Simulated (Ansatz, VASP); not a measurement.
## Cd2HgO3 in VASP and in Ansatz

```
CELL_PARAMETERS angstrom
3.01715 -1.74189 0.03334
3.01715 1.74189 0.03334
-2.11898 0.00000 8.98033
ATOMIC_POSITIONS crystal
Cd 0.71640 0.71640 0.14871
Cd 0.28360 0.28360 0.85129
Hg 0.50000 0.50000 0.50000
O 0.42641 0.42641 0.27825
O 0.00000 0.00000 0.00000
O 0.57359 0.57359 0.72175
```

Alike in both runs: functional PBE; k mesh 12 × 12 × 4; occupations fermi-dirac, width 0.15 eV; no spin polarisation.

Ansatz relaxed the structure, and its values are those at the end. VASP's run is a single point on that final structure, the one shown.

```csv
,VASP,Ansatz
version,VASP 6.6.1,Ansatz 0.2.0
potentials or method,"VASP PAW PBE potentials, release 64 (Cd, Hg, O), cutoff 520 eV","scalar-relativistic, plane waves, PAW"
valence electrons in the cell,54,78
```

|  | VASP | Ansatz | Ansatz less VASP |
| --- | --- | --- | --- |
| gap on the k mesh at the Fermi level (eV) | none | none | - |
| pressure (GPa) | 1.4 | 0.0 | -1.40 |
| rms of the force components (eV/Å) | 0.086 | 0.000 | -0.0862 |

A gap of «none» marks a metal or a gap that the smearing closes. VASP's potentials hold 54 valence electrons a cell and Ansatz's 78, so a difference there can come from the potentials and not from the codes.

Spin-orbit coupling is off throughout.
